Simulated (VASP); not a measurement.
**C: single point with PBE**

Crystal: C.

```
C
1.0
     0.00000    1.78340    1.78340
     1.78340    0.00000    1.78340
     1.78340    1.78340    0.00000
C
2
Direct
  0.50000 0.50000 0.50000
  0.75000 0.75000 0.75000
```

```
Program             : VASP 6.6.1
Task                : single point
Functional          : PBE
Potentials or basis : VASP PAW PBE potentials, release 64 (C)
Cutoff              : 520 eV
k mesh              : 20 × 20 × 20
Occupations         : fermi-dirac, width 0.08 eV
Spin                : no spin polarisation
```

The pressure is 2.4 GPa. The band gap on the k mesh is 4.13 eV (least direct gap 5.59 eV).

Levels at points of the mesh, in eV from the valence-band top:
| k point | band 1 | band 2 | band 3 | band 4 | band 5 | band 6 | band 7 | band 8 |
| --- | --- | --- | --- | --- | --- | --- | --- | --- |
| (0.00, 0.00, 0.00) | -21.48 | 0.00 | 0.00 | 0.00 | 5.59 | 5.59 | 5.59 | 13.33 |
| (0.50, 0.00, 0.00) | -15.70 | -13.37 | -2.80 | -2.80 | 8.46 | 8.46 | 8.85 | 15.70 |
| (0.50, 0.50, 0.00) | -12.76 | -12.76 | -6.30 | -6.30 | 4.76 | 4.76 | 16.81 | 16.81 |

Run time: 46 s on 1 thread of Intel Xeon 8259CL, on a shared host, peak memory 0.14 GiB.

A k mesh can miss the band edges. A hybrid or GW would open this gap; PBE tends to underestimate it.
